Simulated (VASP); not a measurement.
# TiAl (P-6m2) in VASP: settings compared

Aim: see how the results for TiAl move with the level of theory and the settings. Levels: PBEsol-based screened hybrid with 25 % exact exchange, PBE0. Tasks: single point.

Everything below comes from runs of VASP 6.6.1. Logs are shortened: lines on timing, memory, paths and dates and some standing lists are left out, and cuts for length are marked.

### 1 The cell of the first run

The structure is hexagonal, space group P-6m2 (No. 187). The conventional cell has a = 2.867 Å, b = 2.867 Å, c = 4.678 Å, α = 90.00°, β = 90.00°, γ = 120.00°. Within 3.8 Å of Ti (site symmetry -6m2) lie 6 Al at 2.87 Å and 6 Ti at 2.87 Å. Al (site symmetry -6m2) has 6 Ti at 2.87 Å and 6 Al at 2.87 Å within 3.8 Å.

### 2 Single point, PBEsol-based screened hybrid with 25 % exact exchange

File POSCAR:

```
TiAl
1.0
    2.8672622327      0.0000000000      0.0000000000
   -1.4336311163      2.4831219328      0.0000000000
    0.0000000000      0.0000000000      4.6780830000
Ti Al
1 1
Direct
    0.0000000000      0.0000000000      0.0000000000
    0.3333333333      0.6666666667      0.5000000000
```

File INCAR.step1:

```
SYSTEM = TiAl
ALGO = Normal
EDIFF = 1E-5
ENCUT = 520
GGA = PE
ISIF = 2
ISMEAR = -1
LASPH = .TRUE.
LCHARG = .FALSE.
LREAL = .FALSE.
LWAVE = .TRUE.
NBANDS = 14
NELM = 60
PREC = Accurate
SIGMA = 0.05
```

File INCAR.step2:

```
SYSTEM = TiAl
AEXX = 0.25
ALGO = Normal
EDIFF = 1E-7
ENCUT = 520
GGA = PS
HFSCREEN = 0.207
ISIF = 2
ISMEAR = -1
ISTART = 1
LASPH = .TRUE.
LCHARG = .FALSE.
LHFCALC = .TRUE.
LREAL = .FALSE.
LWAVE = .FALSE.
NBANDS = 14
NELM = 60
PREC = Accurate
PRECFOCK = Normal
SIGMA = 0.05
```

File KPOINTS:

```
k-points
0
G
  6 6 3
  0 0 0
```

Potentials or basis: VASP PAW PBE potentials, release 64 (Ti_sv, Al).

Run with:

```sh
$ cat potpaw_PBE.64/Ti_sv/POTCAR potpaw_PBE.64/Al/POTCAR > POTCAR
$ cp INCAR.step1 INCAR
$ mpirun -np 1 vasp_std > vasp.out
$ cp INCAR.step2 INCAR
$ mpirun -np 1 vasp_std > vasp.out
```

OUTCAR:

```text
SYSTEM = TiAl
   AEXX = 0.25
   EDIFF = 1E-7
   ENCUT = 520
   GGA = PS
   HFSCREEN = 0.207
   ISIF = 2
   ISMEAR = -1
   ISTART = 1
   LASPH = .TRUE.
   LHFCALC = .TRUE.
   LREAL = .FALSE.
   NELM = 60
   PREC = Accurate
   PRECFOCK = Normal

 ion  position               nearest neighbor table
   1  0.000  0.000  0.000-   2 2.87   2 2.87   2 2.87   2 2.87   2 2.87   2 2.87
   2  0.333  0.667  0.500-   1 2.87   1 2.87   1 2.87   1 2.87   1 2.87   1 2.87

  LATTYP: Found a hexagonal cell.
 ALAT       =     2.8672622327
 C/A-ratio  =     1.6315504549

  Lattice vectors:

 A1 = (   2.8672622327,   0.0000000000,   0.0000000000)
 A2 = (  -1.4336311163,   2.4831219328,   0.0000000000)
 A3 = (   0.0000000000,   0.0000000000,   4.6780830000)

Analysis of symmetry for initial positions (statically):
=====================================================================
 Subroutine PRICEL returns:
 Original cell was already a primitive cell.

 Routine SETGRP: Setting up the symmetry group for a
 hexagonal supercell.

 Subroutine GETGRP returns: Found 12 space group operations
 (whereof 12 operations were pure point group operations)
 out of a pool of 24 trial point group operations.

The static configuration has the point symmetry D_3h.

Analysis of symmetry for dynamics (positions and initial velocities):
=====================================================================
 Subroutine PRICEL returns:
 Original cell was already a primitive cell.

 Routine SETGRP: Setting up the symmetry group for a
 hexagonal supercell.

 Subroutine GETGRP returns: Found 12 space group operations
 (whereof 12 operations were pure point group operations)
 out of a pool of 24 trial point group operations.

The dynamic configuration has the point symmetry D_3h.

 Subroutine INISYM returns: Found 12 space group operations
 (whereof 12 operations are pure point group operations),
 and found     1 'primitive' translations

----------------------------------------------------------------------------------------

                                     Primitive cell

  volume of cell :      33.3068

  direct lattice vectors                    reciprocal lattice vectors
     2.867262233  0.000000000  0.000000000     0.348764751  0.201359423  0.000000000
    -1.433631116  2.483121933  0.000000000     0.000000000  0.402718846  0.000000000
     0.000000000  0.000000000  4.678083000     0.000000000  0.000000000  0.213762774

  length of vectors
     2.867262233  2.867262233  4.678083000     0.402718846  0.402718846  0.213762774

  position of ions in fractional coordinates (direct lattice)
     0.000000000  0.000000000  0.000000000
     0.333333333  0.666666667  0.500000000

  ion indices of the primitive-cell ions
   primitive index   ion index
                 1           1
                 2           2

----------------------------------------------------------------------------------------

 KPOINTS: k-points

Automatic generation of k-mesh.
 Grid dimensions read from file:
 generate k-points for:    6    6    3

 Generating k-lattice:

  Cartesian coordinates                     Fractional coordinates (reciprocal lattice)
     0.058127459  0.033559904  0.000000000     0.166666667  0.000000000  0.000000000
     0.000000000  0.067119808  0.000000000     0.000000000  0.166666667  0.000000000
     0.000000000  0.000000000  0.071254258     0.000000000  0.000000000  0.333333333

  Length of vectors
     0.067119808  0.067119808  0.071254258

  Shift w.r.t. Gamma in fractional coordinates (k-lattice)
     0.000000000  0.000000000  0.000000000

 Subroutine IBZKPT returns following result:
 ===========================================

 Found     14 irreducible k-points:

 Following reciprocal coordinates:
            Coordinates               Weight
  0.000000  0.000000  0.000000      1.000000
  0.166667 -0.000000  0.000000      6.000000
  0.333333 -0.000000  0.000000      6.000000
  0.500000 -0.000000  0.000000      3.000000
  0.166667  0.166667  0.000000      6.000000
  0.333333  0.166667  0.000000     12.000000
  0.333333  0.333333  0.000000      2.000000
  0.000000  0.000000  0.333333      2.000000
  0.166667 -0.000000  0.333333     12.000000
  0.333333 -0.000000  0.333333     12.000000
  0.500000 -0.000000  0.333333      6.000000
  0.166667  0.166667  0.333333     12.000000
  0.333333  0.166667  0.333333     24.000000
  0.333333  0.333333  0.333333      4.000000
   k-points           NKPTS =     14   k-points in BZ     NKDIM =    108   number of bands    NBANDS=     14
   number of dos      NEDOS =    301   number of ions     NIONS =      2
   total plane-waves  NPLWV =  20736
   dimension x,y,z NGX =    24 NGY =   24 NGZ =   36
   dimension x,y,z NGXF=    48 NGYF=   48 NGZF=   72
   ions per type =               1   1
   NGX,Y,Z   is equivalent  to a cutoff of  13.92, 13.92, 12.79 a.u.
   NGXF,Y,Z  is equivalent  to a cutoff of  27.83, 27.83, 25.59 a.u.
 SYSTEM =  TiAl
   PREC   = accura    normal or accurate (medium, high low for compatibility)
   ISTART =      1    job   : 0-new  1-cont  2-samecut
   ICHARG =      0    charge: 1-file 2-atom 10-const
   ISPIN  =      1    spin polarized calculation?
   LNONCOLLINEAR =      F non collinear calculations
   LSORBIT =      F    spin-orbit coupling
   LASPH  =      T    aspherical Exc in radial PAW
   ENCUT  =  520.0 eV  38.22 Ry    6.18 a.u.   5.33  5.33  8.70*2*pi/ulx,y,z
   NELM   =     60;   NELMIN=  2; NELMDL=  0     # of ELM steps
   EDIFF  = 0.1E-06   stopping-criterion for ELM
   LREAL  =      F    real-space projection
   EDIFFG = 0.1E-05   stopping-criterion for IOM
   NSW    =      0    number of steps for IOM
   IBRION =     -1    ionic relax: 0-MD 1-quasi-New 2-CG
   NFREE  =      0    steps in history (QN), initial steepest desc. (CG)
   ISIF   =      2    stress and relaxation
   ISYM   =      3    0-nonsym 1-usesym 2-fastsym
   POTIM  = 0.5000    time-step for ionic-motion
   TEBEG  =    0.0;   TEEND  =   0.0 temperature during run
   PSTRESS=    0.0 pullay stress
   NELECT =      15.0000    total number of electrons
   NUPDOWN=      -1.0000    fix difference up-down
   EMIN   =  10.00;   EMAX   =-10.00  energy-range for DOS
   EFERMI =   0.00;   METHOD = LEGACY
   ISMEAR =    -1;   SIGMA  =   0.05  broadening in eV -4-tet -1-fermi 0-gaus
   EFERMI_NEDOS =   21; number of points for ismear=-14 and -15
   IALGO  =     38    algorithm
   IMIX   =      1    mixing-type and parameters
     AMIX     =   0.40;   BMIX     =  1.00
     AMIX_MAG =   1.60;   BMIX_MAG =  1.00
  volume/ion in A,a.u.               =      16.65       112.38
  Fermi-wavevector in a.u.,A,eV,Ry     =   1.254857  2.371335 21.424622  1.574665
  Thomas-Fermi vector in A             =   2.388641
   LORBIT       =      0    0 simple, 1 ext, 2 COOP (PROOUT), +10 PAW based schemes
   GGA     = PS    functional components
   LHFCALC =     T    Hartree Fock is set to
   PRECFOCK=normal    Normal, Fast or Accurate (Low or Medium for compatibility)
   ENCUT4O =  -1.0   cutoff for four orbital integrals eV
   NKREDX  =     1    reduce k-point grid by
   NKREDY  =     1    reduce k-point grid by
   NKREDZ  =     1    reduce k-point grid by
   AEXX    =    0.2500 exact exchange contribution
   HFSCREEN=    0.2070 screening length (either q_TF or 0.3 A-1)
   HFSCREENC=   0.2070 screening length for correlation (either q_TF or 0.3 A-1)
   ENCUTFOCK=  -1.0 apply spherical cutoff to Coloumb kernel
   IVDW    =     0    specifies the selected vdW correction
   LEPSILON=     F    determine dielectric tensor
   LRPA    =     F    only Hartree local field effects (RPA)
 non-spin polarized calculation
  energy-cutoff  :      520.00
  volume of cell :       33.31
 maximum number of plane-waves:       917
 NGX is ok and might be reduce to    24
  NGX = 16; NGY = 16; NGZ = 28

 number of electron      15.0000001 magnetization

 Free energy of the ion-electron system (eV)
  ---------------------------------------------------
  ext. energy  EPLUGINS =         0.00000000
  ---------------------------------------------------
  free energy    TOTEN  =       -14.68424689 eV

  energy without entropy =      -14.66850735  energy(sigma->0) =      -14.67637712

 E-fermi :   7.7237     XC(G=0):  -9.0822

 val. band max:        7.6035385237   @ k =   0.3333   0.3333   0.3333
 cond. band min:       7.7614503372   @ k =   0.1667   0.1667   0.0000
 fundamental gap:      0.1579118135
 Fermi energy:         7.7237484097

 k-point     1 :       0.0000    0.0000    0.0000
  band No.  band energies     occupation
      1     -53.5727      2.00000
      2     -28.3143      2.00000
      3     -27.8769      2.00000
      4     -27.8769      2.00000
      5      -2.5210      2.00000
      6       4.7471      2.00000
      7       5.3735      2.00000
      8       9.6072      0.00000
      9       9.6072      0.00000
     10      11.3849      0.00000
     11      11.3849      0.00000
     12      12.2780      0.00000
     13      21.7513      0.00000
     14      21.7513      0.00000

 k-point     2 :       0.1667   -0.0000    0.0000
  band No.  band energies     occupation
      1     -53.5471      2.00000
      2     -28.2841      2.00000
      3     -28.0407      2.00000
      4     -27.9115      2.00000
      5      -1.7475      2.00000
      6       5.5196      2.00000
      7       5.5626      2.00000
      8       8.8315      0.00000
      9      10.1808      0.00000
     10      11.1842      0.00000
     11      11.4743      0.00000
     12      12.4330      0.00000
     13      16.5411      0.00000
     14      19.1311      0.00000
[... 173 lines left out ...]
      1     -53.4694      2.00000
      2     -28.4296      2.00000
      3     -28.1970      2.00000
      4     -28.1006      2.00000
      5       2.8639      2.00000
      6       5.6874      2.00000
      7       6.6894      2.00000
      8       7.2971      1.99961
      9       8.9149      0.00000
     10      10.0552      0.00000
     11      11.4774      0.00000
     12      13.0398      0.00000
     13      14.1756      0.00000
     14      15.7424      0.00000

 k-point    14 :       0.3333    0.3333    0.3333
  band No.  band energies     occupation
      1     -53.4564      2.00000
      2     -28.3191      2.00000
      3     -28.3099      2.00000
      4     -28.1817      2.00000
      5       5.5630      2.00000
      6       5.6287      2.00000
      7       6.3426      2.00000
      8       6.8134      2.00000
      9       7.6035      1.83429
     10      10.2407      0.00000
     11      11.2839      0.00000
     12      12.2329      0.00000
     13      14.8697      0.00000
     14      15.3365      0.00000

------------------------ aborting loop because EDIFF is reached ----------------------------------------

  FORCE on cell =-STRESS in cart. coord.  units (eV):
  Direction    XX          YY          ZZ          XY          YZ          ZX
  --------------------------------------------------------------------------------------
  -------------------------------------------------------------------------------------
  Total       -0.4794337     -0.4794337     -1.1331957     -0.0000000      0.0000000      0.0000000
  in kB      -23.0624664    -23.0624663    -54.5107447     -0.0000000      0.0000000      0.0000000
  external PRESSURE =     -33.5452258 kB  Pullay stress =       0.0000000 kB

 VOLUME and BASIS-vectors are now :
 -----------------------------------------------------------------------------
  energy-cutoff  :      520.00
  volume of cell :       33.31
      direct lattice vectors                 reciprocal lattice vectors
     2.867262233  0.000000000  0.000000000     0.348764751  0.201359423  0.000000000
    -1.433631116  2.483121933  0.000000000     0.000000000  0.402718846  0.000000000
     0.000000000  0.000000000  4.678083000     0.000000000  0.000000000  0.213762774

 POSITION                                       TOTAL-FORCE (eV/Angst)
 -----------------------------------------------------------------------------------
      0.00000      0.00000      0.00000        -0.000000      0.000000      0.000000
     -0.00000      1.65541      2.33904         0.000000     -0.000000      0.000000
 -----------------------------------------------------------------------------------
    total drift:                                0.000000     -0.000001      0.000000

  FREE ENERGIE OF THE ION-ELECTRON SYSTEM (eV)
  ---------------------------------------------------
  free  energy   TOTEN  =       -14.6842468902 eV

  energy  without entropy=      -14.6685073540  energy(sigma->0) =      -14.67637712
```

Wall time 18 min (1 thread of AMD EPYC 7R43 (Zen 3), shared host); peak memory 0.24 GiB.

Results:

| Item | Value |
| --- | --- |
| Free energy | -14.6842 eV |
| Pressure | -3.4 GPa |
| Band gap on the k mesh | zero (an odd number of electrons rules out a gap without spin polarisation) |

Caveat: the k points lie up to 0.45 Å⁻¹ apart, too coarse for converged energies and pressures of a metal; the PAW data sets were made with another functional, which shifts forces and pressure a little.

### 3 Single point, PBE0

This run uses another cell than the first one, of 16.32 Å³/atom.

File POSCAR:

```
TiAl
1.0
    2.8480182822      0.0000000000      0.0000000000
   -1.4240091410      2.4664561828      0.0000000000
    0.0000000000      0.0000000000      4.6466855238
Ti Al
1 1
Direct
    0.0000000000      0.0000000000      0.0000000000
    0.3333333333      0.6666666667      0.5000000000
```

File INCAR.step1:

```
SYSTEM = TiAl
PREC     = Accurate       ! precision mode
ENCUT    = 520            ! plane-wave cutoff, eV
EDIFF    = 1E-5           ! SCF threshold, eV
ISMEAR   = -1             ! smearing method
SIGMA    = 0.05           ! smearing width, eV
LREAL    = .False.        ! projectors in reciprocal space
LASPH    = .True.         ! aspherical terms in the spheres
NELM     = 60             ! most SCF steps
ALGO     = Normal         ! electronic algorithm
ISIF     = 2              ! what is computed and relaxed
LWAVE    = .True.         ! write WAVECAR
NBANDS   = 14             ! bands
GGA      = PE             ! functional
```

File INCAR.step2:

```
SYSTEM = TiAl
PREC     = Accurate       ! precision mode
ENCUT    = 520            ! plane-wave cutoff, eV
EDIFF    = 1E-6           ! SCF threshold, eV
ISMEAR   = -1             ! smearing method
SIGMA    = 0.05           ! smearing width, eV
LREAL    = .False.        ! projectors in reciprocal space
LASPH    = .True.         ! aspherical terms in the spheres
NELM     = 60             ! most SCF steps
ALGO     = Normal         ! electronic algorithm
ISIF     = 2              ! what is computed and relaxed
LWAVE    = .False.        ! write WAVECAR
LCHARG   = .True.         ! write CHGCAR
GGA      = PE             ! functional
LHFCALC  = .True.         ! exact exchange
AEXX     = 0.25           ! exact-exchange fraction
PRECFOCK = Normal       
LELF     = .True.         ! ELF
LVHAR    = .True.       
NBANDS   = 14             ! bands
ISTART   = 1
```

File KPOINTS:

```
Automatic mesh
0
Gamma
  6 6 4
  0 0 0
```

Potentials or basis: VASP PAW PBE potentials, release 64 (Ti_sv, Al).

Run with:

```sh
$ cat potpaw_PBE.64/Ti_sv/POTCAR potpaw_PBE.64/Al/POTCAR > POTCAR
$ cp INCAR.step1 INCAR
$ mpirun -np 1 vasp_std > vasp.out
$ cp INCAR.step2 INCAR
$ mpirun -np 1 vasp_std > vasp.out
```

Wall time 24 min (1 thread of AMD EPYC 7R43 (Zen 3), shared host); peak memory 0.14 GiB.

It converged, with:

```
Free energy            : -15.4889 eV
Pressure               : 0.3 GPa
Band gap on the k mesh : zero (an odd number of electrons rules out a gap without spin polarisation)
```

Stress tensor (GPa, compression positive):
```
 0.73  0.00  0.00
 0.00  0.73  0.00
 0.00  0.00 -0.67
```

Levels at points of the mesh, in eV from the Fermi level:
| k point | band 5 | band 6 | band 7 | band 8 | band 9 | band 10 |
| --- | --- | --- | --- | --- | --- | --- |
| (0.00, 0.00, 0.00) | -10.72 | -3.43 | -2.71 | 2.39 | 2.39 | 4.25 |
| (0.50, 0.00, 0.00) | -4.68 | -3.66 | -2.13 | -1.65 | 3.47 | 5.13 |
| (0.00, 0.00, 0.50) | -9.62 | -6.79 | -1.05 | 2.41 | 2.41 | 4.16 |
| (0.50, 0.00, 0.50) | -4.55 | -3.09 | -2.67 | 0.55 | 1.71 | 3.22 |

Caveat: the k points lie up to 0.42 Å⁻¹ apart, too coarse for converged energies and pressures of a metal; the PAW data sets were made with another functional, which shifts forces and pressure a little.
